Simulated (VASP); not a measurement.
Runs of VASP 6.6.1 on KCl (rocksalt type). The structure is that of space group Fm-3m (No. 225), or close to it. The cells are those of the table. 

| task | cell | cutoff (eV) | gap on the mesh (eV) | pressure (GPa) |
| --- | --- | --- | --- | --- |
| single point | a = 4.480 Å, angles 60.0°, 2 atoms | 520 | 5.12 | 0.4 |
| electric field gradients | a = 4.480 Å, angles 60.0°, 2 atoms | 520 | 5.12 | 0.4 |
| electric field gradients | a = 4.570 Å, angles 60.0°, 2 atoms | 520 | 4.92 | -0.6 |
| single point | a = 4.511 Å, angles 60.0°, 2 atoms | 520 | 5.05 | 0.0 |
| electric field gradients | a = 4.450 Å, angles 60.0°, 2 atoms | 520 | (a) | 0.8 |
| electric field gradients | a = 4.540 Å, angles 60.0°, 2 atoms | 520 | 4.98 | -0.3 |
| single point | a = 4.570 Å, angles 60.0°, 2 atoms | 520 | 4.92 | -0.6 |
| single point | a = 4.540 Å, angles 60.0°, 2 atoms | 520 | 4.98 | -0.3 |
| electric field gradients | a = 4.511 Å, angles 60.0°, 2 atoms | 520 | 5.05 | 0.0 |
| relaxation of cell and atoms | relaxed from a = 3.938 Å, angles 60.0°, 2 atoms | 600 | 5.04 | 0.0 |

Alike in all rows: level PBE; potentials or basis VASP PAW PBE potentials, release 64 (K_sv, Cl); no spin polarisation; k mesh 13 × 13 × 13; smearing fermi-dirac 0.05 eV.

Fill in the values left out.

(a) 5.19.

A k mesh can miss the band edges.
